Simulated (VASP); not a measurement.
Crystal: MgAu3.

```
CELL_PARAMETERS angstrom
4.10653 0.00000 0.00000
0.00000 4.10653 0.00000
0.00000 0.00000 4.10653
ATOMIC_POSITIONS crystal
Mg 0.00000 0.00000 0.00000
Au 0.50000 0.50000 0.00000
Au 0.50000 0.00000 0.50000
Au 0.00000 0.50000 0.50000
```

* Program: VASP 6.6.1
* Task: relaxation of cell and atoms
* Functional: LDA
* Potentials or basis: VASP PAW LDA potentials, release 64 (Mg, Au)
* Cutoff: 600 eV
* k mesh: 5 × 5 × 5
* Occupations: methfessel-paxton, width 0.1 eV
* Spin: no spin polarisation

At the start: pressure -7.5 GPa; volume 17.31 Å³/atom.

Where does the relaxation end?

Over 3 steps the energy falls by 23.3 meV/atom and the volume is 16.39 Å³/atom (-5.3 %); space group Pm-3m (No. 221, to 0.1 Å) before and after.

Step by step:
```tsv
step	energy change (eV)	largest force (eV/Å)	pressure (GPa)	volume (Å³)
1	0.0000	0.0000	-7.50	69.25
2	0.0458	0.0000	11.70	61.45
3	-0.0930	0.0000	-0.14	65.55
```

Final structure:
```
CELL_PARAMETERS angstrom
4.03203 0.00000 0.00000
0.00000 4.03203 0.00000
0.00000 0.00000 4.03203
ATOMIC_POSITIONS crystal
Mg 0.00000 0.00000 0.00000
Au 0.50000 0.50000 0.00000
Au 0.50000 0.00000 0.50000
Au 0.00000 0.50000 0.50000
```
